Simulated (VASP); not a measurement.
**Ag: single point with PBE**

Ag:

```
CELL_PARAMETERS angstrom
0.00000 2.04310 2.04310
2.11461 0.00000 2.04310
2.11461 2.04310 0.00000
ATOMIC_POSITIONS crystal
Ag 0.00000 0.00000 0.00000
```

This cell differs from its parent crystal: strain +0.0350 x Voigt [1, 0, 0, 0, 0, 0].

```json
{
  "Program": "VASP 6.6.1",
  "Task": "single point",
  "Functional": "PBE",
  "Potentials or basis": "VASP PAW PBE potentials, release 64 (Ag)",
  "Cutoff": "520 eV",
  "k mesh": "20 × 20 × 20",
  "Occupations": "gaussian, width 0.15 eV",
  "Spin": "no spin polarisation",
  "Dipole correction": "no",
  "Further INCAR settings": "ALGO = Normal; EDIFF = 1e-06; NBANDS = 12"
}
```

The pressure is 0.9 GPa and the band gap on the k mesh is zero (an odd number of electrons rules out a gap without spin polarisation).

Stress tensor (GPa, compression positive):
```
-0.06  0.00  0.00
 0.00  1.36  0.00
 0.00  0.00  1.36
```

Levels at points of the mesh, in eV from the Fermi level:
| k point | band 2 | band 3 | band 4 | band 5 | band 6 | band 7 | band 8 | band 9 | band 10 | band 11 |
| --- | --- | --- | --- | --- | --- | --- | --- | --- | --- | --- |
| (0.00, 0.00, 0.00) | -4.84 | -4.63 | -4.63 | -3.84 | -3.62 | 15.95 | 19.04 | 19.44 | 19.44 | 24.02 |
| (0.50, 0.00, 0.00) | -4.81 | -4.62 | -3.02 | -2.94 | -0.32 | 3.40 | 15.06 | 17.22 | 17.91 | 21.93 |
| (0.50, 0.50, 0.00) | -6.10 | -3.02 | -2.86 | -2.70 | 1.82 | 6.74 | 10.27 | 10.29 | 16.57 | 16.60 |
| (0.00, 0.50, 0.50) | -6.12 | -3.00 | -2.80 | -2.80 | 1.25 | 5.91 | 10.88 | 10.88 | 17.14 | 17.20 |

Wall time 77 s on 1 thread of Intel(R) Xeon(R) 6975P-C (Granite Rapids), on a shared host, peak memory 0.25 GiB.

Caveat: the cell differs from its parent crystal (strain +0.0350 x Voigt [1, 0, 0, 0, 0, 0]).
